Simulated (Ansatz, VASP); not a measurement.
**Two plane-wave programs on AlNi3**

```
Al Ni
1.0
     0.00000    2.80189    2.80189
     2.80189    0.00000    2.80189
     2.80189    2.80189    0.00000
Al Ni
1 3
Direct
  0.50000 0.50000 0.50000
  0.25000 0.25000 0.25000
  0.00000 0.00000 0.00000
  0.75000 0.75000 0.75000
```

Alike in both runs: task single point; functional PBE; k mesh 16 × 16 × 16; occupations gaussian, width 0.1 eV; no spin polarisation.

```csv
,VASP,Ansatz
version,VASP 6.6.1,Ansatz 0.2.0
potentials or method,"VASP PAW PBE potentials, release 64 (Al, Ni), cutoff 520 eV","scalar-relativistic, plane waves, PAW"
valence electrons in the cell,33,57
```

```tsv
	VASP	Ansatz	Ansatz less VASP
gap on the k mesh at the Fermi level (eV)	none	none	-
pressure (GPa)	7.1	7.1	+0.06
```

A gap of «none» marks a metal or a gap that the smearing closes. VASP's potentials hold 33 valence electrons a cell and Ansatz's 57, so a difference there can come from the potentials and not from the codes.
